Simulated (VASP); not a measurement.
# Ge (I4_1/amd) in VASP: notebook, part 2 of 2

VASP 6.6.1. Earlier steps stand in the parts before.

**3. Single point, r2SCAN**

This run uses another cell than the first one, of the same volume but with other edges.

POSCAR

```
Ge
1.0
    0.0000000000      2.5918897254      3.3694566430
    2.5918897254      0.0000000000      3.3694566430
    2.5918897254      2.5918897254      0.0000000000
Ge
2
Direct
    0.5000000000      0.5000000000      0.5000000000
    0.7500000000      0.7500000000      0.7500000000
```

INCAR.step1

```
SYSTEM = Ge
PREC = Accurate ; ENCUT = 520
ISMEAR = 0 ; SIGMA = 0.05
LREAL = .False. ; LASPH = .True.
NELM = 60 ; NBANDS = 21
GGA = PE ; ALGO = Normal
EDIFF = 1E-4 ; LWAVE = .True.
LCHARG = .False.
```

INCAR.step2

```
SYSTEM = Ge
PREC = Accurate ; ENCUT = 520
EDIFF = 1E-6 ; ISMEAR = 0
SIGMA = 0.05 ; LREAL = .False.
LASPH = .True. ; NELM = 60
ALGO = Normal ; ISIF = 2
LWAVE = .False. ; LCHARG = .False.
METAGGA = R2SCAN ; LMIXTAU = .True.
NBANDS = 21 ; ISTART = 1
```

KPOINTS

```
regular mesh
0
Gamma
  12 12 12
  0 0 0
```

Potentials or basis: VASP PAW PBE potentials, release 64 (Ge_d).

Started as:

```bash
cat potpaw_PBE.64/Ge_d/POTCAR > POTCAR
cp INCAR.step1 INCAR
mpirun -np 1 vasp_std > vasp.out
cp INCAR.step2 INCAR
mpirun -np 1 vasp_std > vasp.out
```

OUTCAR:

```text
SYSTEM = Ge
   PREC = Accurate
   ENCUT = 520
   EDIFF = 1E-6
   ISMEAR = 0
   LREAL = .False.
   LASPH = .True.
   NELM = 60
   ISIF = 2
   METAGGA = R2SCAN
   ISTART = 1

 ion  position               nearest neighbor table
   1  0.500  0.500  0.500-   2 2.49   2 2.49   2 2.49   2 2.49
   2  0.750  0.750  0.750-   1 2.49   1 2.49   1 2.49   1 2.49

  LATTYP: Found a body centered tetragonal cell.
 ALAT       =     3.6654856018
 C/A-ratio  =     1.8384776311

  Lattice vectors:

 A1 = (  -2.5918897254,   0.0000000000,   3.3694566430)
 A2 = (   2.5918897254,   0.0000000000,   3.3694566430)
 A3 = (   0.0000000000,   2.5918897254,  -3.3694566430)

Analysis of symmetry for initial positions (statically):
=====================================================================
 Subroutine PRICEL returns:
 Original cell was already a primitive cell.

 Routine SETGRP: Setting up the symmetry group for a
 body centered tetragonal supercell.

 Subroutine GETGRP returns: Found 16 space group operations
 (whereof  8 operations were pure point group operations)
 out of a pool of 16 trial point group operations.

The static configuration has the point symmetry D_2d.
 The point group associated with its full space group is D_4h.

Analysis of symmetry for dynamics (positions and initial velocities):
=====================================================================
 Subroutine PRICEL returns:
 Original cell was already a primitive cell.

 Routine SETGRP: Setting up the symmetry group for a
 body centered tetragonal supercell.

 Subroutine GETGRP returns: Found 16 space group operations
 (whereof  8 operations were pure point group operations)
 out of a pool of 16 trial point group operations.

The dynamic configuration has the point symmetry D_2d.
 The point group associated with its full space group is D_4h.

 Subroutine INISYM returns: Found 16 space group operations
 (whereof  8 operations are pure point group operations),
 and found     1 'primitive' translations

----------------------------------------------------------------------------------------

                                     Primitive cell

  volume of cell :      45.2713

  direct lattice vectors                    reciprocal lattice vectors
     0.000000000  2.591889725  3.369456643    -0.192909442  0.192909442  0.148391878
     2.591889725  0.000000000  3.369456643     0.192909442 -0.192909442  0.148391878
     2.591889725  2.591889725  0.000000000     0.192909442  0.192909442 -0.148391878

  length of vectors
     4.251015222  4.251015222  3.665485602     0.310561194  0.310561194  0.310561194

  position of ions in fractional coordinates (direct lattice)
     0.500000000  0.500000000  0.500000000
     0.750000000  0.750000000  0.750000000

  ion indices of the primitive-cell ions
   primitive index   ion index
                 1           1
                 2           2

----------------------------------------------------------------------------------------

 KPOINTS: regular mesh

Automatic generation of k-mesh.
 Grid dimensions read from file:
 generate k-points for:   12   12   12

 Generating k-lattice:

  Cartesian coordinates                     Fractional coordinates (reciprocal lattice)
    -0.016075787  0.016075787  0.012365990     0.083333333  0.000000000  0.000000000
     0.016075787 -0.016075787  0.012365990     0.000000000  0.083333333  0.000000000
     0.016075787  0.016075787 -0.012365990     0.000000000  0.000000000  0.083333333

  Length of vectors
     0.025880099  0.025880099  0.025880099

  Shift w.r.t. Gamma in fractional coordinates (k-lattice)
     0.000000000  0.000000000  0.000000000

 Subroutine IBZKPT returns following result:
 ===========================================

 Found    163 irreducible k-points:

 Following reciprocal coordinates:
            Coordinates               Weight
  0.000000  0.000000  0.000000      1.000000
  0.083333 -0.000000  0.000000      8.000000
  0.166667  0.000000  0.000000      8.000000
  0.250000  0.000000  0.000000      8.000000
  0.333333  0.000000  0.000000      8.000000
  0.416667  0.000000  0.000000      8.000000
[... 16 lines left out ...]
  0.500000  0.166667  0.000000      8.000000
 -0.416667  0.166667  0.000000      8.000000
 [... further k-points ...]
   k-points           NKPTS =    163   k-points in BZ     NKDIM =    163   number of bands    NBANDS=     21
   number of dos      NEDOS =    301   number of ions     NIONS =      2
   total plane-waves  NPLWV =  28672
   dimension x,y,z NGX =    32 NGY =   32 NGZ =   28
   dimension x,y,z NGXF=    64 NGYF=   64 NGZF=   56
   ions per type =               2
   NGX,Y,Z   is equivalent  to a cutoff of  12.51, 12.51, 12.70 a.u.
   NGXF,Y,Z  is equivalent  to a cutoff of  25.03, 25.03, 25.40 a.u.
 SYSTEM =  Ge
   PREC   = accura    normal or accurate (medium, high low for compatibility)
   ISTART =      1    job   : 0-new  1-cont  2-samecut
   ICHARG =      0    charge: 1-file 2-atom 10-const
   ISPIN  =      1    spin polarized calculation?
   LNONCOLLINEAR =      F non collinear calculations
   LSORBIT =      F    spin-orbit coupling
   LASPH  =      T    aspherical Exc in radial PAW
   ENCUT  =  520.0 eV  38.22 Ry    6.18 a.u.   7.90  7.90  6.82*2*pi/ulx,y,z
   NELM   =     60;   NELMIN=  2; NELMDL=  0     # of ELM steps
   EDIFF  = 0.1E-05   stopping-criterion for ELM
   LREAL  =      F    real-space projection
   EDIFFG = 0.1E-04   stopping-criterion for IOM
   NSW    =      0    number of steps for IOM
   IBRION =     -1    ionic relax: 0-MD 1-quasi-New 2-CG
   NFREE  =      0    steps in history (QN), initial steepest desc. (CG)
   ISIF   =      2    stress and relaxation
   ISYM   =      2    0-nonsym 1-usesym 2-fastsym
   POTIM  = 0.5000    time-step for ionic-motion
   TEBEG  =    0.0;   TEEND  =   0.0 temperature during run
   PSTRESS=    0.0 pullay stress
   NELECT =      28.0000    total number of electrons
   NUPDOWN=      -1.0000    fix difference up-down
   EMIN   =  10.00;   EMAX   =-10.00  energy-range for DOS
   EFERMI =   0.00;   METHOD = LEGACY
   ISMEAR =     0;   SIGMA  =   0.05  broadening in eV -4-tet -1-fermi 0-gaus
   EFERMI_NEDOS =   21; number of points for ismear=-14 and -15
   IALGO  =     38    algorithm
   IMIX   =      4    mixing-type and parameters
     AMIX     =   0.40;   BMIX     =  1.00
     AMIX_MAG =   1.60;   BMIX_MAG =  1.00
  volume/ion in A,a.u.               =      22.64       152.75
  Fermi-wavevector in a.u.,A,eV,Ry     =   1.394825  2.635838 26.470653  1.945538
  Thomas-Fermi vector in A             =   2.518337
   LORBIT       =      0    0 simple, 1 ext, 2 COOP (PROOUT), +10 PAW based schemes
   METAGGA = R2SCAN    functional components
   LHFCALC =     F    Hartree Fock is set to
   AEXX    =    0.0000 exact exchange contribution
   IVDW    =     0    specifies the selected vdW correction
   LEPSILON=     F    determine dielectric tensor
   LRPA    =     F    only Hartree local field effects (RPA)
 non-spin polarized calculation
 Gauss-broadening in eV      SIGMA  =   0.05
  energy-cutoff  :      520.00
  volume of cell :       45.27
 maximum number of plane-waves:      1232
   NGX = 15   NGY = 15   NGZ = 13

 number of electron      27.9999998 magnetization

 Free energy of the ion-electron system (eV)
  ---------------------------------------------------
  ext. energy  EPLUGINS =         0.00000000
  ---------------------------------------------------
  free energy    TOTEN  =       -27.13557309 eV

  energy without entropy =      -27.13480597  energy(sigma->0) =      -27.13518953

 E-fermi :   5.0347     XC(G=0): -10.8850

 val. band max:        5.0177775288   @ k =   0.3333   0.0000   0.0000
 cond. band min:       5.0590292861   @ k =  -0.3333   0.0833   0.0000
 fundamental gap:      0.0412517573
 Fermi energy:         5.0347462306

 k-point     1 :       0.0000    0.0000    0.0000
  band No.  band energies     occupation
      1     -20.6721      2.00000
      2     -20.6721      2.00000
      3     -20.6306      2.00000
      4     -20.6266      2.00000
      5     -20.6144      2.00000
      6     -20.5020      2.00000
[... 13 lines left out ...]
     20      12.1875      0.00000
     21      13.4876      0.00000
[... 529 lines left out ...]
 k-point    24 :      -0.4167    0.1667    0.0000
  band No.  band energies     occupation
      1     -20.7159      2.00000
      2     -20.6815      2.00000
      3     -20.6566      2.00000
      4     -20.5743      2.00000
      5     -20.5584      2.00000
      6     -20.5125      2.00000
[... 13 lines left out ...]
     20      15.2780      0.00000
     21      16.3148      0.00000

 [... further k-points ...]

------------------------ aborting loop because EDIFF is reached ----------------------------------------

  FORCE on cell =-STRESS in cart. coord.  units (eV):
  Direction    XX          YY          ZZ          XY          YZ          ZX
  --------------------------------------------------------------------------------------
  -------------------------------------------------------------------------------------
  Total        2.5036144      2.5036144     -3.9097643      0.0000000      0.0000000      0.0000000
  in kB       88.6043647     88.6043647   -138.3688237      0.0000000      0.0000000      0.0000000
  external PRESSURE =      12.9466352 kB  Pullay stress =       0.0000000 kB

 VOLUME and BASIS-vectors are now :
 -----------------------------------------------------------------------------
  energy-cutoff  :      520.00
  volume of cell :       45.27
      direct lattice vectors                 reciprocal lattice vectors
     0.000000000  2.591889725  3.369456643    -0.192909442  0.192909442  0.148391878
     2.591889725  0.000000000  3.369456643     0.192909442 -0.192909442  0.148391878
     2.591889725  2.591889725  0.000000000     0.192909442  0.192909442 -0.148391878

 POSITION                                       TOTAL-FORCE (eV/Angst)
 -----------------------------------------------------------------------------------
      2.59189      2.59189      3.36946         0.000000      0.000000     -0.000000
      3.88783      3.88783      5.05418        -0.000000     -0.000000      0.000000
 -----------------------------------------------------------------------------------
    total drift:                               -0.000000     -0.000000      0.000000

  FREE ENERGIE OF THE ION-ELECTRON SYSTEM (eV)
  ---------------------------------------------------
  free  energy   TOTEN  =       -27.1355730862 eV

  energy  without entropy=      -27.1348059669  energy(sigma->0) =      -27.13518953
```

Run time: 2.7 min. Hardware: 1 thread of Intel Xeon 6975P-C (Granite Rapids), shared host; peak memory 0.26 GiB.

Results:

```yaml
Free_energy: -27.1356 eV
Pressure: 1.3 GPa
Band_gap_on_the_k_mesh: zero (bands 14 and 15 overlap by 0.89 eV)
```

Levels at points of the mesh, in eV from the Fermi level:
| k point | band 11 | band 12 | band 13 | band 14 | band 15 | band 16 | band 17 | band 18 |
| --- | --- | --- | --- | --- | --- | --- | --- | --- |
| (0.00, 0.00, 0.00) | -13.41 | -1.99 | -0.79 | 0.75 | 0.75 | 2.41 | 2.41 | 3.74 |
| (0.50, 0.00, 0.00) | -11.15 | -8.00 | -2.90 | -0.91 | -0.12 | 4.51 | 4.67 | 7.98 |
| (0.50, 0.50, 0.00) | -10.23 | -10.23 | -1.90 | -1.90 | 2.49 | 2.49 | 9.22 | 9.22 |
| (0.50, 0.00, 0.50) | -8.82 | -8.82 | -3.78 | -3.78 | 0.13 | 0.13 | 7.45 | 7.45 |

Caveat: the stress differs along the axes, from -14 to 9 GPa; the PAW data sets were made with another functional, which shifts forces and pressure a little.

**4. Single point, r2SCAN**

This run uses another cell than the first one, of the same volume but with other edges.

POSCAR

```
Ge
1.0
    0.0000000000      2.9084952693      2.6758156477
    2.9084952693      0.0000000000      2.6758156477
    2.9084952693      2.9084952693      0.0000000000
Ge
2
Direct
    0.5000000000      0.5000000000      0.5000000000
    0.7500000000      0.7500000000      0.7500000000
```

INCAR.step1

```
SYSTEM = Ge
ALGO     = Normal         ! electronic algorithm
EDIFF    = 1E-4           ! SCF threshold, eV
ENCUT    = 520            ! plane-wave cutoff, eV
GGA      = PE             ! functional
ISMEAR   = 0              ! smearing method
LASPH    = .True.         ! aspherical terms in the spheres
LCHARG   = .False.        ! write CHGCAR
LREAL    = .False.        ! projectors in reciprocal space
LWAVE    = .True.         ! write WAVECAR
NBANDS   = 21             ! bands
NELM     = 60             ! most SCF steps
PREC     = Accurate       ! precision mode
SIGMA    = 0.05           ! smearing width, eV
```

INCAR.step2

```
SYSTEM = Ge
ALGO     = Normal         ! electronic algorithm
EDIFF    = 1E-6           ! SCF threshold, eV
ENCUT    = 520            ! plane-wave cutoff, eV
ISIF     = 2              ! what is computed and relaxed
ISMEAR   = 0              ! smearing method
ISTART   = 1            
LASPH    = .True.         ! aspherical terms in the spheres
LCHARG   = .False.        ! write CHGCAR
LMIXTAU  = .True.       
LREAL    = .False.        ! projectors in reciprocal space
LWAVE    = .False.        ! write WAVECAR
METAGGA  = R2SCAN         ! meta-GGA
NBANDS   = 21             ! bands
NELM     = 60             ! most SCF steps
PREC     = Accurate       ! precision mode
SIGMA    = 0.05           ! smearing width, eV
```

KPOINTS

```
k-points
0
Gamma
  12 12 12
  0 0 0
```

Started as:

```bash
cat potpaw_PBE.64/Ge_d/POTCAR > POTCAR
cp INCAR.step1 INCAR
mpirun -np 1 vasp_std > vasp.out
cp INCAR.step2 INCAR
mpirun -np 1 vasp_std > vasp.out
```

Wall time 3.6 min (1 thread of Intel Xeon 6975P-C (Granite Rapids), shared host); peak memory 0.26 GiB.

It converged, with:

```yaml
Free_energy: -27.6949 eV
Pressure: 0.7 GPa
Band_gap_on_the_k_mesh: zero (bands 14 and 15 overlap by 0.10 eV)
```

Stress tensor (GPa, compression positive):
```
-1.26  0.00  0.00
 0.00 -1.26  0.00
 0.00  0.00  4.55
```

Levels at points of the mesh, in eV from the Fermi level:
```
           k point  band 10  band 11  band 12  band 13  band 14  band 15  band 16  band 17  band 18  band 19
(0.00, 0.00, 0.00)   -25.45   -13.53    -0.44    -0.44     0.11     0.18     2.21     2.67     2.67     6.86
(0.50, 0.00, 0.00)   -25.42   -11.33    -8.10    -2.08    -1.35     0.08     3.51     4.16     7.52    10.48
(0.50, 0.50, 0.00)   -25.44    -9.17    -9.17    -3.84    -3.84     0.29     0.29     9.89     9.89    12.23
(0.50, 0.00, 0.50)   -25.41    -9.58    -9.58    -3.23    -3.23     0.99     0.99     9.46     9.46    11.51
```

Caveat: the stress differs along the axes, from -1 to 5 GPa; semilocal functionals underestimate gaps, and a narrow one can read as zero; the PAW data sets were made with another functional, which shifts forces and pressure a little.

**5. Single point, r2SCAN**

This run uses another cell than the first one, of the same volume but with other edges.

POSCAR

```
Ge
1.0
    0.0000000000      2.7403123994      3.0143436393
    2.7403123994      0.0000000000      3.0143436393
    2.7403123994      2.7403123994      0.0000000000
Ge
2
Direct
    0.5000000000      0.5000000000      0.5000000000
    0.7500000000      0.7500000000      0.7500000000
```

INCAR.step1

```
  PREC = Accurate
  ENCUT = 520
  ISMEAR = 0
  SIGMA = 0.05
  LREAL = False
  LASPH = True
  NELM = 100
  NBANDS = 21
  GGA = PE
  ALGO = Normal
  EDIFF = 1E-4
  LWAVE = True
  LCHARG = False
```

INCAR.step2

```
  PREC = Accurate
  ENCUT = 520
  EDIFF = 1E-6
  ISMEAR = 0
  SIGMA = 0.05
  LREAL = False
  LASPH = True
  NELM = 100
  ALGO = Normal
  ISIF = 2
  LWAVE = False
  LCHARG = False
  METAGGA = R2SCAN
  LMIXTAU = True
  NBANDS = 21
  ISTART = 1
```

KPOINTS

```
Automatic mesh
0
Gamma
  12 12 12
```

Started as:

```bash
cat potpaw_PBE.64/Ge_d/POTCAR > POTCAR
cp INCAR.step1 INCAR
mpirun -np 1 vasp_std > vasp.out
cp INCAR.step2 INCAR
mpirun -np 1 vasp_std > vasp.out
```

Run time: 3.6 min. Hardware: 1 thread of Intel Xeon 6975P-C (Granite Rapids), shared host; peak memory 0.25 GiB.

It converged, with:

```
Free energy            : -27.6653 eV
Pressure               : 0.8 GPa
Band gap on the k mesh : zero (bands 14 and 15 overlap by 0.04 eV)
```

Stress tensor (GPa, compression positive):
```
 3.75  0.00  0.00
 0.00  3.75  0.00
 0.00  0.00 -5.25
```

Levels at points of the mesh, in eV from the Fermi level:
| k point | band 11 | band 12 | band 13 | band 14 | band 15 | band 16 | band 17 | band 18 |
| --- | --- | --- | --- | --- | --- | --- | --- | --- |
| (0.00, 0.00, 0.00) | -13.54 | -0.82 | 0.05 | 0.05 | 0.05 | 2.35 | 2.35 | 2.85 |
| (0.50, 0.00, 0.00) | -11.33 | -8.10 | -2.19 | -1.24 | 0.01 | 3.69 | 4.05 | 7.51 |
| (0.50, 0.50, 0.00) | -9.78 | -9.78 | -2.98 | -2.98 | 1.31 | 1.31 | 9.74 | 9.74 |
| (0.50, 0.00, 0.50) | -9.28 | -9.28 | -3.66 | -3.66 | 0.47 | 0.47 | 9.35 | 9.35 |

Caveat: the stress differs along the axes, from -5 to 4 GPa; semilocal functionals underestimate gaps, and a narrow one can read as zero; the PAW data sets were made with another functional, which shifts forces and pressure a little.

**6. The runs side by side**

| cell | gap on the mesh (eV) | pressure (GPa) |
| --- | --- | --- |
| a = 3.897, b = 3.897, c = 4.346 Å, angles 56.1, 56.1, 67.8°, 2 atoms | none | -0.4 |
| a = 4.251, b = 4.251, c = 3.665 Å, angles 64.5, 64.5, 51.1°, 2 atoms | none | 1.3 |
| a = 3.952, b = 3.952, c = 4.113 Å, angles 58.6, 58.6, 62.7°, 2 atoms | none | 0.7 |
| a = 4.074, b = 4.074, c = 3.875 Å, angles 61.6, 61.6, 56.8°, 2 atoms | none | 0.8 |

Alike in all rows: task single point; level r2SCAN; potentials or basis VASP PAW PBE potentials, release 64 (Ge_d); no spin polarisation; k mesh 12 × 12 × 12; cutoff (eV) 520; smearing gaussian 0.05 eV.

Caveats: the PAW data sets were made with another functional, which shifts forces and pressure a little; semilocal functionals underestimate gaps, and a narrow one can read as zero (at least some runs); the stress differs along the axes, from -4 to 6 GPa (at least some runs); the stress differs along the axes, from -14 to 9 GPa (at least some runs); the stress differs along the axes, from -1 to 5 GPa (at least some runs); the stress differs along the axes, from -5 to 4 GPa (at least some runs).

Absolute energies hang on the potentials; compare differences alone.

The gap in the log of VASP goes by the Fermi energy; the results here count the filled bands.